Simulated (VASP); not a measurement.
Wanted: the native input for a VASP 6.6.1 run.

```yaml
Task: single point
Functional: PBE
Potentials_or_basis: VASP PAW PBE potentials, release 64 (W_sv, S)
Cutoff: 520 eV
k_mesh: 10 × 10 × 2
Occupations: fermi-dirac, width 0.05 eV
Spin: no spin polarisation
Dipole_correction: no
Further_INCAR_settings: ALGO = Normal; EDIFF = 1e-06; NBANDS = 35
```

The structure of WS2 lies in POSCAR:

```
WS2
1.0
    3.1832100000      0.0000000000      0.0000000000
   -1.5916000000      2.7567400000      0.0000000000
    0.0000000000      0.0000000000     23.6687600000
W S
2 4
Direct
    0.3333333333      0.6666666667      0.6373200000
    0.6666666667      0.3333333333      0.3626800000
    0.3333333333      0.6666666667      0.2968200000
    0.6666666667      0.3333333333      0.5714400000
    0.3333333333      0.6666666667      0.4285600000
    0.6666666667      0.3333333333      0.7031800000
```

These files were run (other wordings do the same):

INCAR

```
PREC = Accurate
ENCUT = 520
EDIFF = 1E-6
ISMEAR = -1
SIGMA = 0.05
LREAL = F
LASPH = T
NELM = 100
ALGO = Normal
ISIF = 2
LWAVE = F
LCHARG = F
GGA = PE
NBANDS = 35
```

KPOINTS

```
Automatic mesh
0
Gamma
  10 10 2
```

Potentials or basis: VASP PAW PBE potentials, release 64 (W_sv, S).

Command:

```sh
$ cat potpaw_PBE.64/W_sv/POTCAR potpaw_PBE.64/S/POTCAR > POTCAR
$ mpirun -np 1 vasp_std > vasp.out
```

It gave:

```json
{
  "Largest force": "0.277 eV/Å",
  "Band gap on the k mesh": "1.68 eV, indirect (least direct gap 2.13 eV)"
}
```

Caveat: spin-orbit coupling is left out, which moves the levels of the heavy elements.

Run time: 16 min on 1 thread of AMD EPYC 7R13 Processor (Zen 3), on a shared host, peak memory 0.36 GiB.
